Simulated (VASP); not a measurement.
# MgO (R3m) in VASP: G0W0 quasiparticle levels with PBE

Aim: the G0W0 quasiparticle levels of MgO with PBE.

Program: VASP 6.6.1. These are calculated values, not measurements. Logs are shortened: lines on timing, memory, paths and dates and some standing lists are left out, and cuts for length are marked.

### 1 The cell of the first run

It takes space group R3m (No. 160, trigonal). Conventional cell: a = 3.098 Å, b = 3.098 Å, c = 8.081 Å, α = 90.00°, β = 90.00°, γ = 120.00°. Within 2.6 Å of Mg (site symmetry 3m) lie 4 O at 1.93 to 1.96 Å. Within 2.6 Å of O (site symmetry 3m) lie 4 Mg at 1.93 to 1.96 Å.

### 2 G0W0 quasiparticle levels, PBE

Input file POSCAR:

```
MgO
1.0
    0.0947162565      2.2854416917      2.2854416917
    2.2854416917      0.0947162565      2.2854416917
    2.2854416917      2.2854416917      0.0947162565
Mg O
1 1
Direct
    0.0038908785      0.0038908785      0.0038908785
    0.2461091215      0.2461091215      0.2461091215
```

Input file INCAR.step1:

```
ALGO = Normal
EDIFF = 1E-8
ENCUT = 500
GGA = PE
ISMEAR = 0
LASPH = True
LCHARG = False
LREAL = False
LWAVE = True
NELM = 100
PREC = Accurate
SIGMA = 0.01
```

Input file INCAR.step2:

```
ALGO = Exact
EDIFF = 1E-8
ENCUT = 500
GGA = PE
ISMEAR = 0
ISTART = 1
LASPH = True
LCHARG = False
LOPTICS = True
LREAL = False
LWAVE = True
NBANDS = 97
NELM = 1
PREC = Accurate
SIGMA = 0.01
```

Input file INCAR.step3:

```
ALGO = EVGW0
EDIFF = 1E-8
ENCUT = 500
ENCUTGW = 150.0
GGA = PE
ISMEAR = 0
ISTART = 1
LASPH = True
LCHARG = False
LREAL = False
LWAVE = False
NBANDS = 97
NBANDSGW = 12
NELMGW = 1
NOMEGA = 96
OMEGAMAX = 20
PREC = Accurate
PRECFOCK = Fast
SIGMA = 0.01
```

Input file KPOINTS:

```
k-points
0
Gamma
  6 6 6
```

Potentials or basis: VASP PAW PBE potentials, release 64 (Mg_GW, O_GW).

Launch:

```sh
$ cat potpaw_PBE.64/Mg_GW/POTCAR potpaw_PBE.64/O_GW/POTCAR > POTCAR
$ cp INCAR.step1 INCAR
$ mpirun -np 1 vasp_std > vasp.out
$ cp INCAR.step2 INCAR
$ mpirun -np 1 vasp_std > vasp.out
$ cp INCAR.step3 INCAR
$ mpirun -np 1 vasp_std > vasp.out
```

OUTCAR:

```text
EDIFF = 1E-8
   ENCUT = 500
   ENCUTGW = 150.0
   GGA = PE
   ISMEAR = 0
   ISTART = 1
   LASPH = True
   LREAL = False
   NELMGW = 1
   PREC = Accurate
   PRECFOCK = Fast

 ion  position               nearest neighbor table
   1  0.004  0.004  0.004-   2 1.93   2 1.93   2 1.93   2 1.96
   2  0.246  0.246  0.246-   1 1.93   1 1.93   1 1.93   1 1.96

  LATTYP: Found a trigonal (rhomboedric) cell.
 ALAT       =     3.2334901610
 COS(alpha) =     0.5409787264

  Lattice vectors:

 A1 = (   0.0947162565,   2.2854416917,   2.2854416917)
 A2 = (   2.2854416917,   0.0947162565,   2.2854416917)
 A3 = (   2.2854416917,   2.2854416917,   0.0947162565)

Analysis of symmetry for initial positions (statically):
=====================================================================
 Subroutine PRICEL returns:
 Original cell was already a primitive cell.

 Routine SETGRP: Setting up the symmetry group for a
 trigonal (rhombohedral) supercell.

 Subroutine GETGRP returns: Found  6 space group operations
 (whereof  6 operations were pure point group operations)
 out of a pool of 12 trial point group operations.

The static configuration has the point symmetry C_3v.

Analysis of symmetry for dynamics (positions and initial velocities):
=====================================================================
 Subroutine PRICEL returns:
 Original cell was already a primitive cell.

 Routine SETGRP: Setting up the symmetry group for a
 trigonal (rhombohedral) supercell.

 Subroutine GETGRP returns: Found  6 space group operations
 (whereof  6 operations were pure point group operations)
 out of a pool of 12 trial point group operations.

The dynamic configuration has the point symmetry C_3v.

 Subroutine INISYM returns: Found  6 space group operations
 (whereof  6 operations are pure point group operations),
 and found     1 'primitive' translations

----------------------------------------------------------------------------------------

                                     Primitive cell

  volume of cell :      22.3915

  direct lattice vectors                    reciprocal lattice vectors
     0.094716256  2.285441692  2.285441692    -0.232868292  0.223601507  0.223601507
     2.285441692  0.094716256  2.285441692     0.223601507 -0.232868292  0.223601507
     2.285441692  2.285441692  0.094716256     0.223601507  0.223601507 -0.232868292

  length of vectors
     3.233490161  3.233490161  3.233490161     0.392712248  0.392712248  0.392712248

  position of ions in fractional coordinates (direct lattice)
     0.003890879  0.003890879  0.003890879
     0.246109121  0.246109121  0.246109121

  ion indices of the primitive-cell ions
   primitive index   ion index
                 1           1
                 2           2

----------------------------------------------------------------------------------------

 KPOINTS: k-points

Automatic generation of k-mesh.
 Grid dimensions read from file:
 generate k-points for:    6    6    6

 Generating k-lattice:

  Cartesian coordinates                     Fractional coordinates (reciprocal lattice)
    -0.038811382  0.037266918  0.037266918     0.166666667  0.000000000  0.000000000
     0.037266918 -0.038811382  0.037266918     0.000000000  0.166666667  0.000000000
     0.037266918  0.037266918 -0.038811382     0.000000000  0.000000000  0.166666667

  Length of vectors
     0.065452041  0.065452041  0.065452041

  Shift w.r.t. Gamma in fractional coordinates (k-lattice)
     0.000000000  0.000000000  0.000000000

 Subroutine IBZKPT returns following result:
 ===========================================

 Found     32 irreducible k-points:

 Following reciprocal coordinates:
            Coordinates               Weight
  0.000000  0.000000  0.000000      1.000000
  0.166667 -0.000000 -0.000000      6.000000
  0.333333 -0.000000  0.000000      6.000000
  0.500000  0.000000  0.000000      3.000000
  0.166667  0.166667  0.000000      6.000000
  0.333333  0.166667 -0.000000     12.000000
[... 16 lines left out ...]
  0.500000  0.500000  0.166667      6.000000
 -0.333333  0.500000  0.166667     12.000000
 [... further k-points ...]
   k-points           NKPTS =     32   k-points in BZ     NKDIM =    216   number of bands    NBANDS=     97
   number of dos      NEDOS =    301   number of ions     NIONS =      2
   total plane-waves  NPLWV =  13824
   dimension x,y,z NGX =    24 NGY =   24 NGZ =   24
   dimension x,y,z NGXF=    48 NGYF=   48 NGZF=   48
   ions per type =               1   1
   NGX,Y,Z   is equivalent  to a cutoff of  12.34, 12.34, 12.34 a.u.
   NGXF,Y,Z  is equivalent  to a cutoff of  24.68, 24.68, 24.68 a.u.
 SYSTEM =  unknown system
   PREC   = accura    normal or accurate (medium, high low for compatibility)
   ISTART =      1    job   : 0-new  1-cont  2-samecut
   ICHARG =      0    charge: 1-file 2-atom 10-const
   ISPIN  =      1    spin polarized calculation?
   LNONCOLLINEAR =      F non collinear calculations
   LSORBIT =      F    spin-orbit coupling
   LASPH  =      T    aspherical Exc in radial PAW
   ENCUT  =  500.0 eV  36.75 Ry    6.06 a.u.   5.90  5.90  5.90*2*pi/ulx,y,z
   NELM   =     60;   NELMIN=  2; NELMDL=  0     # of ELM steps
   EDIFF  = 0.1E-07   stopping-criterion for ELM
   LREAL  =      F    real-space projection
   EDIFFG = 0.1E-06   stopping-criterion for IOM
   NSW    =      0    number of steps for IOM
   IBRION =     -1    ionic relax: 0-MD 1-quasi-New 2-CG
   NFREE  =      0    steps in history (QN), initial steepest desc. (CG)
   ISIF   =      0    stress and relaxation
   ISYM   =      3    0-nonsym 1-usesym 2-fastsym
   POTIM  = 0.5000    time-step for ionic-motion
   TEBEG  =    0.0;   TEEND  =   0.0 temperature during run
   PSTRESS=    0.0 pullay stress
   NELECT =       8.0000    total number of electrons
   NUPDOWN=      -1.0000    fix difference up-down
   EMIN   =  10.00;   EMAX   =-10.00  energy-range for DOS
   EFERMI =   0.00;   METHOD = LEGACY
   ISMEAR =     0;   SIGMA  =   0.01  broadening in eV -4-tet -1-fermi 0-gaus
   EFERMI_NEDOS =   21; number of points for ismear=-14 and -15
   IALGO  =     38    algorithm
   IMIX   =      4    mixing-type and parameters
     AMIX     =   0.40;   BMIX     =  1.00
     AMIX_MAG =   1.60;   BMIX_MAG =  1.00
  volume/ion in A,a.u.               =      11.20        75.55
  Fermi-wavevector in a.u.,A,eV,Ry     =   1.161655  2.195209 18.360267  1.349442
  Thomas-Fermi vector in A             =   2.298224
   LORBIT       =      0    0 simple, 1 ext, 2 COOP (PROOUT), +10 PAW based schemes
   GGA     = PE    functional components
   LHFCALC =     T    Hartree Fock is set to
   PRECFOCK=fast      Normal, Fast or Accurate (Low or Medium for compatibility)
   ENCUT4O =  -1.0   cutoff for four orbital integrals eV
   NKREDX  =     1    reduce k-point grid by
   NKREDY  =     1    reduce k-point grid by
   NKREDZ  =     1    reduce k-point grid by
   AEXX    =    1.0000 exact exchange contribution
   HFSCREEN=    0.0000 screening length (either q_TF or 0.3 A-1)
   HFSCREENC=   0.0000 screening length for correlation (either q_TF or 0.3 A-1)
   ENCUTFOCK=  -1.0 apply spherical cutoff to Coloumb kernel
   IVDW    =     0    specifies the selected vdW correction
   LEPSILON=     F    determine dielectric tensor
   LRPA    =     F    only Hartree local field effects (RPA)
   LRPAFORCE           =     F    calculate RPA forces
   ENCUTGW             = 150.0    cutoff for response function in eV
   ENCUTGWSOFT         = 120.0    soft cutoff for Coulomb kernel in GW response function in eV
   ENCUTLF             =  -1.0    cutoff for local field effects
   NELMGW              =     1    number of iterations in solving QP/BSE equation
   NELMHF              =     1    number of iterations in the inner HF iteration
   NKREDLFX            =     1    NKREDLFY  =   1   NKREDLFZ  =   1
 non-spin polarized calculation
 Gauss-broadening in eV      SIGMA  =   0.01
  energy-cutoff  :      500.00
  volume of cell :       22.39
 maximum number of plane-waves:       581
  NGX = 14; NGY = 14; NGZ = 14
   NGX = 11   NGY = 11   NGZ = 11
 maximum number of plane-waves:       101
 NGX is ok and might be reduce to    14

 QP shifts <psi_nk| G(iteration)W_0 |psi_nk>: iteration 1
 for sc-GW calculations column KS-energies equals QP-energies in previous step
 and V_xc(KS)=  KS-energies - (<T + V_ion + V_H > + <T+V_H+V_ion>^1  + <V_x>^1)

 k-point   1 :       0.0000    0.0000    0.0000
  band No.  KS-energies  QP-energies   sigma(KS)   V_xc(KS)     V^pw_x(r,r')   Z            occupation Imag(sigma)

      1     -14.9685     -17.0718     -21.5790     -18.5359     -30.2660       0.6912       2.0000       1.0082
      2       0.8612      -0.5218     -20.6884     -18.8702     -24.5579       0.7607       2.0000       0.0463
      3       1.2613      -0.0916     -21.0009     -19.2244     -24.9480       0.7616       2.0000       0.0458
      4       1.2613      -0.0916     -21.0009     -19.2244     -24.9480       0.7616       2.0000       0.0458
      5       5.0543       5.9482      -9.0324     -10.1004      -6.0301       0.8371       0.0000      -0.0436
      6      17.4215      18.7281      -7.0966      -8.7001      -2.8182       0.8149       0.0000      -0.1041
      7      19.1596      20.5103      -7.1521      -8.8233      -2.7515       0.8082       0.0000      -0.1335
      8      19.1596      20.5103      -7.1521      -8.8233      -2.7515       0.8082       0.0000      -0.1335
      9      21.6422      22.5307      -7.6721      -8.8184      -2.3839       0.7751       0.0000      -0.5869
     10      21.8254      23.0712      -7.2684      -8.8131      -2.5132       0.8065       0.0000      -0.3621
     11      21.8254      23.0712      -7.2684      -8.8131      -2.5132       0.8065       0.0000      -0.3621
     12      22.6835      23.6629      -7.2739      -8.5123      -2.1592       0.7909       0.0000      -0.5456

 k-point   2 :       0.1667   -0.0000   -0.0000
  band No.  KS-energies  QP-energies   sigma(KS)   V_xc(KS)     V^pw_x(r,r')   Z            occupation Imag(sigma)
[... 353 lines left out ...]
      1     -13.9736     -16.0466     -22.8082     -19.8202     -31.3923       0.6938       2.0000       0.8395
      2      -1.1233      -2.8150     -18.3067     -16.0271     -22.3556       0.7421       2.0000       0.0719
      3      -0.2181      -1.8114     -19.2792     -17.1570     -23.2423       0.7507       2.0000       0.0581
      4       0.1552      -1.4128     -19.3930     -17.3121     -23.3193       0.7535       2.0000       0.0546
      5       8.5421       9.4680      -7.8690      -8.9958      -4.3513       0.8218       0.0000      -0.0557
      6      13.0350      14.3107      -9.6376     -11.2405      -5.6561       0.7958       0.0000      -0.0822
      7      15.8976      17.6252     -10.0869     -12.2746      -5.6390       0.7897       0.0000      -0.1672
      8      16.3338      17.5876      -8.2232      -9.7737      -3.6037       0.8087       0.0000      -0.2501
      9      20.3390      21.6061      -7.8859      -9.5237      -2.9152       0.7737       0.0000      -0.3384
     10      24.6995      26.0032      -7.2795      -8.8932      -2.1861       0.8079       0.0000      -0.5128
     11      25.8759      27.7189      -8.8593     -10.9799      -3.6981       0.8691       0.0000      -0.8389
     12      28.9027      30.8238      -8.9227     -11.2715      -3.5546       0.8179       0.0000      -0.8387

 [... further k-points ...]
```

It took 3.6 min on 1 thread of Intel Xeon 6975P-C (Granite Rapids), shared host; peak memory 0.48 GiB.

Results:

```yaml
Quasiparticle_gap: 6.04 eV
Least_direct_quasiparticle_gap: 6.04 eV
Band_gap_of_the_starting_levels_on_the_mesh: 3.79 eV
Least_direct_gap_of_the_starting_levels_on_the_mesh: 3.79 eV
```

Caveat: the k points lie up to 0.41 Å⁻¹ apart; bands, screening cutoff and mesh are small and nothing is extrapolated, so the quasiparticle values aren't converged; the structure was generated, so it needn't be the stable form of MgO.
